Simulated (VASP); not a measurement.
# AlSn4 (P-43m) in VASP: settings compared, part 2 of 2

VASP 6.6.1. Earlier steps stand in the parts before.

## Step 3: Single point, PBE

This run uses another cell than the first one, of 31.39 Å³/atom, 1.043 times its volume.

The input, INCAR:

```
SYSTEM = AlSn4
  ALGO = Normal
  EDIFF = 1E-6
  ENCUT = 520
  GGA = PE
  ISIF = 2
  ISMEAR = 0
  LASPH = .TRUE.
  LCHARG = .TRUE.
  LELF = .TRUE.
  LREAL = .FALSE.
  LVHAR = .TRUE.
  LWAVE = .FALSE.
  NBANDS = 38
  NELM = 60
  PREC = Accurate
  SIGMA = 0.1
```

The input, KPOINTS:

```
k-points
0
G
  4 4 4
  0 0 0
```

The input, POSCAR:

```
AlSn4
1.0
    5.3942689700      0.0000000000      0.0000000000
    0.0000000000      5.3942689700      0.0000000000
    0.0000000000      0.0000000000      5.3942689700
Al Sn
1 4
Direct
    0.0000000000      0.0000000000      0.0000000000
    0.2437810800      0.7562189200      0.7562189200
    0.7562189200      0.2437810800      0.7562189200
    0.7562189200      0.7562189200      0.2437810800
    0.2437810800      0.2437810800      0.2437810800
```

Potentials or basis: VASP PAW PBE potentials, release 64 (Al, Sn_d).

Started as:

```
$ cat potpaw_PBE.64/Al/POTCAR potpaw_PBE.64/Sn_d/POTCAR > POTCAR
$ mpirun -np 1 vasp_std > vasp.out
```

OUTCAR:

```text
SYSTEM = AlSn4
   EDIFF = 1E-6
   ENCUT = 520
   GGA = PE
   ISIF = 2
   ISMEAR = 0
   LASPH = .TRUE.
   LREAL = .FALSE.
   NELM = 60
   PREC = Accurate

 ion  position               nearest neighbor table
   1  0.000  0.000  0.000-   2 2.28   3 2.28   4 2.28   5 2.28
   2  0.244  0.756  0.756-   1 2.28   3 3.72   4 3.72   5 3.72
   3  0.756  0.244  0.756-   1 2.28   2 3.72   4 3.72   5 3.72
   4  0.756  0.756  0.244-   1 2.28   2 3.72   3 3.72   5 3.72
   5  0.244  0.244  0.244-   1 2.28   2 3.72   3 3.72   4 3.72

  LATTYP: Found a simple cubic cell.
 ALAT       =     5.3942689700

  Lattice vectors:

 A1 = (   5.3942689700,   0.0000000000,   0.0000000000)
 A2 = (   0.0000000000,   5.3942689700,   0.0000000000)
 A3 = (   0.0000000000,   0.0000000000,   5.3942689700)

Analysis of symmetry for initial positions (statically):
=====================================================================
 Subroutine PRICEL returns:
 Original cell was already a primitive cell.

[... 159 lines left out ...]

 E-fermi :   5.2761     XC(G=0):  -9.1593

 val. band max:        5.2618395413   @ k =   0.2500   0.2500   0.2500
 cond. band min:       5.5170078512   @ k =   0.5000   0.2500   0.0000
 fundamental gap:      0.2551683099
 Fermi energy:         5.2761407803

 k-point     1 :       0.0000    0.0000    0.0000
  band No.  band energies     occupation
      1     -16.2557      2.00000
      2     -16.1830      2.00000
      3     -16.1830      2.00000
      4     -16.1830      2.00000
      5     -16.1399      2.00000
      6     -16.1399      2.00000
[... 399 lines left out ...]
     37      11.2819      0.00000
     38      11.7326      0.00000

------------------------ aborting loop because EDIFF is reached ----------------------------------------

  FORCE on cell =-STRESS in cart. coord.  units (eV):
  Direction    XX          YY          ZZ          XY          YZ          ZX
  --------------------------------------------------------------------------------------
  -------------------------------------------------------------------------------------
  Total        9.6048547      9.6048547      9.6048547     -0.0000000     -0.0000000      0.0000000
  in kB       98.0400646     98.0400646     98.0400646     -0.0000000     -0.0000000      0.0000000
  external PRESSURE =      98.0400646 kB  Pullay stress =       0.0000000 kB

 VOLUME and BASIS-vectors are now :
 -----------------------------------------------------------------------------
  energy-cutoff  :      520.00
  volume of cell :      156.96
      direct lattice vectors                 reciprocal lattice vectors
     5.394268970  0.000000000  0.000000000     0.185381931  0.000000000  0.000000000
     0.000000000  5.394268970  0.000000000     0.000000000  0.185381931  0.000000000
     0.000000000  0.000000000  5.394268970     0.000000000  0.000000000  0.185381931

 POSITION                                       TOTAL-FORCE (eV/Angst)
 -----------------------------------------------------------------------------------
      0.00000      0.00000      0.00000         0.000000      0.000000     -0.000000
      1.31502      4.07925      4.07925         2.694231     -2.694231     -2.694231
      4.07925      1.31502      4.07925        -2.694231      2.694231     -2.694231
      4.07925      4.07925      1.31502        -2.694231     -2.694231      2.694231
      1.31502      1.31502      1.31502         2.694231      2.694231      2.694231
 -----------------------------------------------------------------------------------
    total drift:                               -0.000000     -0.000000      0.000000

  FREE ENERGIE OF THE ION-ELECTRON SYSTEM (eV)
  ---------------------------------------------------
  free  energy   TOTEN  =       -13.3054658744 eV

  energy  without entropy=      -13.2839373670  energy(sigma->0) =      -13.29470162
```

OSZICAR:

```text
N       E                     dE             d eps       ncg     rms          rms(c)
DAV:   1     0.589307580744E+03    0.58931E+03   -0.28816E+04   778   0.211E+03
DAV:   2     0.680232918286E+02   -0.52128E+03   -0.51159E+03   760   0.576E+02
DAV:   3    -0.102514207237E+02   -0.78275E+02   -0.76781E+02   866   0.191E+02
DAV:   4    -0.141682337522E+02   -0.39168E+01   -0.39044E+01   862   0.472E+01
DAV:   5    -0.143102496621E+02   -0.14202E+00   -0.14200E+00  1070   0.898E+00    0.481E+00
DAV:   6    -0.133596869293E+02    0.95056E+00   -0.16767E+00   930   0.624E+00    0.259E+00
DAV:   7    -0.133071897137E+02    0.52497E-01   -0.11700E+00  1036   0.388E+00    0.124E+00
DAV:   8    -0.133083320215E+02   -0.11423E-02   -0.17803E-01   904   0.183E+00    0.554E-01
DAV:   9    -0.133052944558E+02    0.30376E-02   -0.14539E-02   966   0.734E-01    0.326E-01
DAV:  10    -0.133055120016E+02   -0.21755E-03   -0.45009E-03   914   0.286E-01    0.196E-01
DAV:  11    -0.133054962252E+02    0.15776E-04   -0.13568E-03   852   0.233E-01    0.953E-02
DAV:  12    -0.133054646897E+02    0.31535E-04   -0.18198E-04   852   0.113E-01    0.128E-02
DAV:  13    -0.133054656072E+02   -0.91744E-06   -0.27692E-05  1018   0.359E-02    0.161E-02
DAV:  14    -0.133054658744E+02   -0.26721E-06   -0.11644E-06   598   0.693E-03
   1 F= -.13305466E+02 E0= -.13294702E+02  d E =-.215285E-01
```

It took 49 s on 1 thread of Intel Xeon Platinum 8259CL at 2.50GHz (Skylake/Cascade Lake), shared host; peak memory 0.24 GiB.

What came out:

```yaml
Free_energy: -13.3055 eV
Pressure: 9.8 GPa
Largest_force: 4.667 eV/Å
```

Forces in eV/Å, atoms in the order of the input:
```
Al   0.000  0.000  0.000
Sn   2.694 -2.694 -2.694
Sn  -2.694  2.694 -2.694
Sn  -2.694 -2.694  2.694
Sn   2.694  2.694  2.694
```

Caveat: spin-orbit coupling is left out, which moves the levels of the heavy elements; forces of over 1 eV/Å act on the atoms, so gaps and moduli don't describe the material at rest.

## Step 4: Single point, PBE

This run uses another cell than the first one, of 30.03 Å³/atom, 0.998 times its volume.

The input, INCAR:

```
SYSTEM = AlSn4
PREC     = Accurate       ! precision mode
ENCUT    = 520            ! plane-wave cutoff, eV
EDIFF    = 1E-7           ! SCF threshold, eV
ISMEAR   = 0              ! smearing method
SIGMA    = 0.1            ! smearing width, eV
LREAL    = .False.        ! projectors in reciprocal space
LASPH    = .True.         ! aspherical terms in the spheres
NELM     = 80             ! most SCF steps
ALGO     = Fast           ! electronic algorithm
ISIF     = 2              ! what is computed and relaxed
LWAVE    = .False.        ! write WAVECAR
LCHARG   = .True.         ! write CHGCAR
GGA      = PE             ! functional
LELF     = .True.         ! ELF
LVHAR    = .True.       
NBANDS   = 38             ! bands
```

The input, KPOINTS:

```
regular mesh
0
Gamma
  8 8 8
  0 0 0
```

The input, POSCAR:

```
AlSn4
1.0
    5.3152418751      0.0000000000      0.0000000000
    0.0000000000      5.3152418751      0.0000000000
    0.0000000000      0.0000000000      5.3152418751
Al Sn
1 4
Direct
    0.0000000000      0.0000000000      0.0000000000
    0.2966347130      0.7033652870      0.7033652870
    0.7033652870      0.2966347130      0.7033652870
    0.7033652870      0.7033652870      0.2966347130
    0.2966347130      0.2966347130      0.2966347130
```

Started as:

```
$ cat potpaw_PBE.64/Al/POTCAR potpaw_PBE.64/Sn_d/POTCAR > POTCAR
$ mpirun -np 1 vasp_std > vasp.out
```

Wall time 3.7 min (1 thread of Intel Xeon Platinum 8259CL at 2.50GHz (Skylake/Cascade Lake), shared host); peak memory 0.33 GiB.

The run converged. Its results:

- Free energy: -17.5550 eV
- Pressure: -0.1 GPa

Levels at points of the mesh, in eV from the Fermi level:
```tsv
k point	band 28	band 29	band 30	band 31	band 32	band 33
(0.00, 0.00, 0.00)	-0.28	-0.28	-0.28	1.76	2.06	2.06
(0.50, 0.00, 0.00)	-1.26	-1.26	-0.33	0.91	1.31	2.26
(0.50, 0.50, 0.00)	-1.36	-0.91	-0.46	-0.23	-0.23	2.76
(0.50, 0.50, 0.50)	-3.75	3.12	3.12	3.12	3.12	3.12
```

Caveat: spin-orbit coupling is left out, which moves the levels of the heavy elements.

## Step 5: Single point, PBEsol

This run uses another cell than the first one, of 30.03 Å³/atom, 0.998 times its volume.

The input, INCAR:

```
SYSTEM = AlSn4
PREC = Accurate
ENCUT = 520
EDIFF = 1E-6
ISMEAR = 0
SIGMA = 0.1
LREAL = .FALSE.
LASPH = .TRUE.
NELM = 80
ALGO = Fast
ISIF = 2
LWAVE = .FALSE.
LCHARG = .FALSE.
GGA = PS
NBANDS = 38
```

The input, KPOINTS:

```
regular mesh
0
G
  8 8 8
  0 0 0
```

POSCAR is that of step 4.

Started as:

```
$ cat potpaw_PBE.64/Al/POTCAR potpaw_PBE.64/Sn_d/POTCAR > POTCAR
$ mpirun -np 1 vasp_std > vasp.out
```

It took 3.5 min on 1 thread of Intel Xeon Platinum 8259CL at 2.50GHz (Skylake/Cascade Lake), shared host; peak memory 0.33 GiB.

It converged, with:

* Free energy: -19.4817 eV
* Pressure: -2.2 GPa
* Largest force: 0.110 eV/Å

Forces in eV/Å, atoms in the order of the input:
```
Al   0.000  0.000  0.000
Sn   0.064 -0.064 -0.064
Sn  -0.064  0.064 -0.064
Sn  -0.064 -0.064  0.064
Sn   0.064  0.064  0.064
```

Levels at points of the mesh, in eV from the Fermi level:
```
           k point  band 26  band 27  band 28  band 29  band 30  band 31  band 32  band 33  band 34  band 35
(0.00, 0.00, 0.00)    -2.60    -2.60    -0.27    -0.27    -0.27     1.78     2.06     2.06     2.06     2.90
(0.50, 0.00, 0.00)    -3.20    -1.76    -1.25    -1.25    -0.34     0.91     1.30     2.27     2.27     2.59
(0.50, 0.50, 0.00)    -2.45    -1.35    -1.35    -0.91    -0.45    -0.23    -0.23     2.76     3.34     3.34
(0.50, 0.50, 0.50)    -3.75    -3.75    -3.75     3.12     3.12     3.12     3.12     3.12     3.78     4.58
```

Caveat: the PAW data sets were made with another functional, which shifts forces and pressure a little; spin-orbit coupling is left out, which moves the levels of the heavy elements.

## Step 6: Overview

```tsv
level	cell	k mesh	gap on the mesh (eV)	pressure (GPa)	largest force (eV/Å)
PBE	a = 5.320 Å, 5 atoms	4 × 4 × 4	none	0.1	0.02
PBE	a = 5.394 Å, 5 atoms	4 × 4 × 4	none	9.8	4.67
PBE	a = 5.315 Å, 5 atoms	8 × 8 × 8	none	-0.1	-
PBEsol	a = 5.315 Å, 5 atoms	8 × 8 × 8	none	-2.2	0.11
```

Alike in all rows: task single point; potentials or basis VASP PAW PBE potentials, release 64 (Al, Sn_d); no spin polarisation; cutoff (eV) 520; smearing gaussian 0.1 eV.

Caveats: spin-orbit coupling is left out, which moves the levels of the heavy elements; forces of over 1 eV/Å act on the atoms, so gaps and moduli don't describe the material at rest (some runs); the PAW data sets were made with another functional, which shifts forces and pressure a little (some runs).

Total energies depend on the potentials used, so only differences within one code and one set of settings carry meaning.
